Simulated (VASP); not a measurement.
# BeCdO2 (P4/nmm) in VASP: a series of runs, part 2 of 2

VASP 6.6.1.

### Step 3. Relaxation of cell and atoms, PBE

This run uses another cell than the first one, of 11.11 Å³/atom.

File INCAR:

```
SYSTEM = BeCdO2
PREC = Accurate ; ENCUT = 600
EDIFF = 1E-6 ; ISMEAR = 0
SIGMA = 0.1 ; LREAL = .False.
LASPH = .True. ; NELM = 100
ALGO = Normal ; ISIF = 3
LWAVE = .False. ; LCHARG = .False.
GGA = PE ; IBRION = 2
NSW = 90 ; EDIFFG = -0.04
```

File KPOINTS:

```
Automatic mesh
0
Gamma
  6 6 4
  0 0 0
```

File POSCAR:

```
BeCdO2
1.0
    3.4580724368      0.0000000000      0.0000000000
    0.0000000000      3.4580724368      0.0000000000
    0.0000000000      0.0000000000      7.4322750880
Be Cd O
2 2 4
Direct
    0.0000000000      0.5000000000      0.7622000000
    0.5000000000      0.0000000000      0.2378000000
    0.0000000000      0.0000000000      0.0000000000
    0.5000000000      0.5000000000      0.0000000000
    0.5000000000      0.0000000000      0.8180000000
    0.0000000000      0.5000000000      0.1820000000
    0.0000000000      0.0000000000      0.5000000000
    0.5000000000      0.5000000000      0.5000000000
```

Potentials or basis: VASP PAW PBE potentials, release 64 (Be, Cd, O).

Command:

```console
$ cat potpaw_PBE.64/Be/POTCAR potpaw_PBE.64/Cd/POTCAR potpaw_PBE.64/O/POTCAR > POTCAR
$ mpirun -np 1 vasp_std > vasp.out
```

OUTCAR:

```text
SYSTEM = BeCdO2
   PREC = Accurate
   ENCUT = 600
   EDIFF = 1E-6
   ISMEAR = 0
   LREAL = .False.
   LASPH = .True.
   NELM = 100
   ISIF = 3
   GGA = PE
   IBRION = 2
   NSW = 90
   EDIFFG = -0.04

 ion  position               nearest neighbor table
   1  0.000  0.500  0.762-   3 2.47   4 2.47   3 2.47   4 2.47
   2  0.500  0.000  0.238-   3 2.47   4 2.47   4 2.47   3 2.47
   3  0.000  0.000  0.000-   5 2.20   6 2.20   6 2.20   5 2.20   4 2.45   4 2.45   4 2.45   4 2.45
                             2 2.47   1 2.47   2 2.47   1 2.47
   4  0.500  0.500  0.000-   5 2.20   6 2.20   5 2.20   6 2.20   3 2.45   3 2.45   3 2.45   3 2.45
                             1 2.47   2 2.47   2 2.47   1 2.47
   5  0.500  0.000  0.818-   3 2.20   4 2.20   4 2.20   3 2.20
   6  0.000  0.500  0.182-   3 2.20   4 2.20   3 2.20   4 2.20
   7  0.000  0.000  0.500-
   8  0.500  0.500  0.500-

  LATTYP: Found a simple tetragonal cell.
 ALAT       =     3.4580724368
 C/A-ratio  =     2.1492537313

  Lattice vectors:

 A1 = (   3.4580724368,   0.0000000000,   0.0000000000)
 A2 = (   0.0000000000,   3.4580724368,   0.0000000000)
 A3 = (   0.0000000000,   0.0000000000,   7.4322750880)

Analysis of symmetry for initial positions (statically):
=====================================================================
 Subroutine PRICEL returns:
 Original cell was already a primitive cell.

 Routine SETGRP: Setting up the symmetry group for a
 simple tetragonal supercell.

 Subroutine GETGRP returns: Found 16 space group operations
 (whereof  8 operations were pure point group operations)
 out of a pool of 16 trial point group operations.

The static configuration has the point symmetry D_2d.
 The point group associated with its full space group is D_4h.

Analysis of symmetry for dynamics (positions and initial velocities):
=====================================================================
 Subroutine PRICEL returns:
 Original cell was already a primitive cell.

 Routine SETGRP: Setting up the symmetry group for a
 simple tetragonal supercell.

[... 132 lines left out ...]
   ISMEAR =     0;   SIGMA  =   0.10  broadening in eV -4-tet -1-fermi 0-gaus
   EFERMI_NEDOS =   21; number of points for ismear=-14 and -15
   IALGO  =     38    algorithm
   IMIX   =      4    mixing-type and parameters
     AMIX     =   0.40;   BMIX     =  1.00
     AMIX_MAG =   1.60;   BMIX_MAG =  1.00
  volume/ion in A,a.u.               =      11.11        74.97
  Fermi-wavevector in a.u.,A,eV,Ry     =   1.369239  2.587487 25.508417  1.874816
  Thomas-Fermi vector in A             =   2.495132
   LORBIT       =      0    0 simple, 1 ext, 2 COOP (PROOUT), +10 PAW based schemes
   GGA     = PE    functional components
   LHFCALC =     F    Hartree Fock is set to
   AEXX    =    0.0000 exact exchange contribution
   IVDW    =     0    specifies the selected vdW correction
   LEPSILON=     F    determine dielectric tensor
   LRPA    =     F    only Hartree local field effects (RPA)
 conjugate gradient relaxation of ions
 non-spin polarized calculation
 Gauss-broadening in eV      SIGMA  =   0.10
  energy-cutoff  :      600.00
  volume of cell :       88.88
 maximum number of plane-waves:      2996
 NGX is ok and might be reduce to    28
   NGX = 13   NGY = 13   NGZ = 29

--------------------------------------- Ionic step        1  -------------------------------------------

 number of electron      51.9999999 magnetization

 Free energy of the ion-electron system (eV)
  ---------------------------------------------------
  ext. energy  EPLUGINS =         0.00000000
  ---------------------------------------------------
  free energy    TOTEN  =       -20.14397103 eV

  energy without entropy =      -20.12041117  energy(sigma->0) =      -20.13219110

------------------------ aborting loop because EDIFF is reached ----------------------------------------

  FORCE on cell =-STRESS in cart. coord.  units (eV):
  Direction    XX          YY          ZZ          XY          YZ          ZX
  --------------------------------------------------------------------------------------
  -------------------------------------------------------------------------------------
  Total       20.8732782     20.8732782      9.4218185      0.0000000      0.0000000      0.0000000
  in kB      376.2801396    376.2801396    169.8460166      0.0000000      0.0000000      0.0000000
  external PRESSURE =     307.4687653 kB  Pullay stress =       0.0000000 kB
[... 1758 lines left out ...]
     30       9.1927      0.00000
     31      13.1364      0.00000

 [... further k-points ...]

[... ionic steps 4 to 22 ...]

--------------------------------------- Ionic step       23  -------------------------------------------

 number of electron      51.9999944 magnetization

------------------------ aborting loop because EDIFF is reached ----------------------------------------
[... 79 lines left out ...]
--------------------------------------- Ionic step       25  -------------------------------------------

 number of electron      51.9999953 magnetization

 Free energy of the ion-electron system (eV)
  ---------------------------------------------------
  ext. energy  EPLUGINS =         0.00000000
  ---------------------------------------------------
  free energy    TOTEN  =       -38.80702151 eV

  energy without entropy =      -38.80702149  energy(sigma->0) =      -38.80702150

 E-fermi :   2.6805     XC(G=0): -10.9190

 val. band max:        2.3386693156   @ k =   0.5000   0.5000   0.5000
 cond. band min:       3.0080331352   @ k =   0.0000   0.0000   0.0000
 fundamental gap:      0.6693638197
 Fermi energy:         2.6804877876
[... 851 lines left out ...]
  FREE ENERGIE OF THE ION-ELECTRON SYSTEM (eV)
  ---------------------------------------------------
  free  energy   TOTEN  =       -38.8070215054 eV

  energy  without entropy=      -38.8070214876  energy(sigma->0) =      -38.80702150

 reached required accuracy - stopping structural energy minimisation
```

OSZICAR:

```text
N       E                     dE             d eps       ncg     rms          rms(c)
DAV:   1     0.457964006158E+03    0.45796E+03   -0.31049E+04  1868   0.187E+03
DAV:   2     0.993699379733E+01   -0.44803E+03   -0.43362E+03  2077   0.446E+02
DAV:   3    -0.268855195838E+02   -0.36823E+02   -0.36064E+02  2300   0.130E+02
DAV:   4    -0.276167929148E+02   -0.73127E+00   -0.72848E+00  2110   0.193E+01
[... 279 lines left out ...]
DAV:   2    -0.388071852326E+02    0.15226E-02   -0.62110E-03  1981   0.658E-01    0.999E-02
DAV:   3    -0.388070568336E+02    0.12840E-03   -0.44520E-04  2377   0.241E-01    0.930E-02
DAV:   4    -0.388070359597E+02    0.20874E-04   -0.55037E-05  2022   0.612E-02    0.600E-02
DAV:   5    -0.388070221911E+02    0.13769E-04   -0.13336E-05  1997   0.352E-02    0.806E-03
DAV:   6    -0.388070215054E+02    0.68572E-06   -0.31846E-06  1530   0.147E-02
  25 F= -.38807022E+02 E0= -.38807021E+02  d E =-.394937E-02
```

CONTCAR:

```text
BeCdO2
   1.00000000000000
     4.1382795259646041    0.0000000000000000    0.0000000000000000
     0.0000000000000000    4.1382795259646041   -0.0000000000000000
     0.0000000000000000    0.0000000000000000    5.2220429297653013
  Be              Cd              O
     2     2     4
Direct
     0.0000000000000000    0.5000000000000000    0.4419062028623709
     0.5000000000000000    0.0000000000000000    0.5580937971376292
     0.0000000000000000    0.0000000000000000    0.0000000000000000
     0.5000000000000000    0.5000000000000000    0.0000000000000000
     0.5000000000000000    0.0000000000000000    0.8581793101463038
     0.0000000000000000    0.5000000000000000    0.1418206898536961
     0.0000000000000000    0.0000000000000000    0.5000000000000000
     0.5000000000000000    0.5000000000000000    0.5000000000000000

  0.00000000E+00  0.00000000E+00  0.00000000E+00
  0.00000000E+00  0.00000000E+00  0.00000000E+00
  0.00000000E+00  0.00000000E+00  0.00000000E+00
  0.00000000E+00  0.00000000E+00  0.00000000E+00
  0.00000000E+00  0.00000000E+00  0.00000000E+00
  0.00000000E+00  0.00000000E+00  0.00000000E+00
  0.00000000E+00  0.00000000E+00  0.00000000E+00
  0.00000000E+00  0.00000000E+00  0.00000000E+00
```

It took 16 min on 1 thread of AMD EPYC 9R45 (Zen 5), shared host; peak memory 0.23 GiB.

What came out:

| Property | Result |
| --- | --- |
| Free energy | -38.8070 eV |
| Relaxed volume | 11.18 Å³/atom |
| Relaxed cell | a = 4.138 Å, b = 4.138 Å, c = 5.222 Å, α = 90.00°, β = 90.00°, γ = 90.00° |
| Space group after relaxing (to 0.1 Å) | P4/nmm (No. 129) |
| Energy gained by relaxing | 2332.9 meV/atom |
| Ionic steps | 25 |
| Pressure after relaxing | -0.2 GPa |
| Largest force after relaxing | 0.004 eV/Å |
| Band gap on the k mesh | 0.67 eV (least direct gap 1.15 eV) |

Forces on the atoms (eV/Å):
```
Be   0.000  0.000  0.003
Be   0.000  0.000 -0.003
Cd   0.000  0.000  0.000
Cd   0.000  0.000  0.000
O    0.000  0.000 -0.004
O    0.000  0.000  0.004
O    0.000  0.000  0.000
O    0.000  0.000  0.000
```

Stress tensor (GPa, compression positive):
```
-0.42  0.00  0.00
 0.00 -0.42  0.00
 0.00  0.00  0.35
```

The path:
```
step  energy change (eV)  largest force (eV/Å)  pressure (GPa)  volume (Å³)
   1              0.0000                5.3752           30.75        88.88
   2             -2.9800                3.2354          -13.19       119.06
   3             -3.1288                3.5039           -8.37       111.54
   4             -5.1760                4.1606           -8.87       107.42
   5            -12.2004                4.7901           -4.03        94.76
   6             -9.2107               24.2395           97.65        68.03
   7             -9.4802                5.4688           -0.02        90.85
   8            -14.6731                4.3360           12.64        79.61
   9            -16.3038                3.1866           27.85        73.86
  10            -16.2674                0.9522           42.83        70.96
  11            -16.4019                1.7848           37.07        71.90
  12            -16.9294                3.4663           34.28        74.40
  13            -16.9431                2.8839           34.29        74.09
  14            -17.8302                2.0427           18.94        78.82
  15            -18.4492                0.9601            0.77        86.94
  16            -18.4688                0.7872           -2.02        88.56
  17            -18.4693                0.7560           -2.46        88.87
  18            -18.5167                0.6468           -2.01        88.72
  19            -18.6081                0.6809           -0.34        88.25
  20            -18.5388                1.2957            4.28        87.26
  21            -18.6244                0.6717            0.86        87.97
  22            -18.6511                0.2957            1.09        88.25
  23            -18.6591                0.0604            1.33        88.49
  24            -18.6630                0.0131            0.11        89.26
  25            -18.6631                0.0044           -0.16        89.43
```

Final structure:
```
Be Cd O
1.0
     4.13828    0.00000    0.00000
     0.00000    4.13828    0.00000
     0.00000    0.00000    5.22204
Be Cd O
2 2 4
Direct
  0.00000 0.50000 0.44191
  0.50000 0.00000 0.55809
  0.00000 0.00000 0.00000
  0.50000 0.50000 0.00000
  0.50000 0.00000 0.85818
  0.00000 0.50000 0.14182
  0.00000 0.00000 0.50000
  0.50000 0.50000 0.50000
```

Caveat: a cell axis changed by over 15 % at a fixed basis, so the end point is rough. A k mesh can miss the band edges.
